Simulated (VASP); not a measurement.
Here is a VASP 6.6.1 calculation.

File INCAR:

```
PREC = Accurate
ENCUT = 520
EDIFF = 1E-7
ISMEAR = 0
SIGMA = 0.15
LREAL = F
LASPH = T
NELM = 80
ALGO = Normal
ISIF = 2
LWAVE = F
LCHARG = T
LELF = T
LVHAR = T
NBANDS = 104
```

KPOINTS

```
Automatic mesh
0
Gamma
  4 4 1
```

Contents of POSCAR:

```
BRh12
1.0
    5.3740120000      0.0000000000      0.0000000000
    2.6870060000      4.6540310000      0.0000000000
    0.0000000000      0.0000000000     17.3878620000
Rh B
12 1
Direct
    0.1666666488      0.1666667025      0.0575113835
    0.6666666488      0.1666667025      0.0575113835
    0.1666667025      0.6666665950      0.0575113835
    0.6666667025      0.6666665950      0.0575113835
   -0.1675678932      0.3353501513      0.1791504902
    0.3337570966      0.3337195219      0.1780847467
   -0.1628188229      0.8371285022      0.1758213862
    0.3353878070      0.8323966901      0.1791451991
    0.0020967166      0.0020451089      0.3041256596
    0.5147958168     -0.0118458601      0.3018942179
   -0.0117712455      0.5147352908      0.3018965184
    0.4974458989      0.4973791537      0.2995164098
    1.1921333092      0.1920558759      0.3695377845
```

Potentials or basis: VASP PAW LDA potentials, release 64 (Rh_pv, B).

The run is started by

```console
$ cat potpaw_LDA.64/Rh_pv/POTCAR potpaw_LDA.64/B/POTCAR > POTCAR
$ mpirun -np 1 vasp_std > vasp.out
```

(1) Estimate the largest force.

(2) Predict the band gap on the k mesh.

Answers

(1) 0.460 eV/Å.

(2) zero (an odd number of electrons rules out a gap without spin polarisation).
